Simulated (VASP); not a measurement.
Here is a VASP 6.6.1 calculation.

Contents of INCAR:

```
SYSTEM = ZrB
ALGO = Normal ; EDIFF = 1E-6
ENCUT = 520 ; GGA = PE
ISIF = 2 ; ISMEAR = 0
LASPH = .TRUE. ; LCHARG = .FALSE.
LREAL = .FALSE. ; LWAVE = .FALSE.
NBANDS = 14 ; NELM = 100
PREC = Accurate ; SIGMA = 0.15
```

The input KPOINTS:

```
k-points
0
G
  20 20 20
  0 0 0
```

Contents of POSCAR:

```
ZrB
1.0
   -0.2454426221      2.2089835992      2.2089835992
    2.2089835992     -0.2454426221      2.2089835992
    2.2089835992      2.2089835992     -0.2454426221
Zr B
1 1
Direct
    0.0000000000      0.0000000000      0.0000000000
    0.5000000000      0.5000000000      0.5000000000
```

Potentials or basis: VASP PAW PBE potentials, release 64 (Zr_sv, B).

The run is started by

```sh
$ cat potpaw_PBE.64/Zr_sv/POTCAR potpaw_PBE.64/B/POTCAR > POTCAR
$ mpirun -np 1 vasp_std > vasp.out
```

**Question.** Predict the band gap on the k mesh.

**Answer.** Zero (an odd number of electrons rules out a gap without spin polarisation).

**Question.** What does it give for the pressure?

**Answer.** 34.1 GPa.

Stress tensor (GPa, compression positive):
```
34.12  3.85  3.85
 3.85 34.12  3.85
 3.85  3.85 34.12
```

Caveat: the cell stands under pressure.
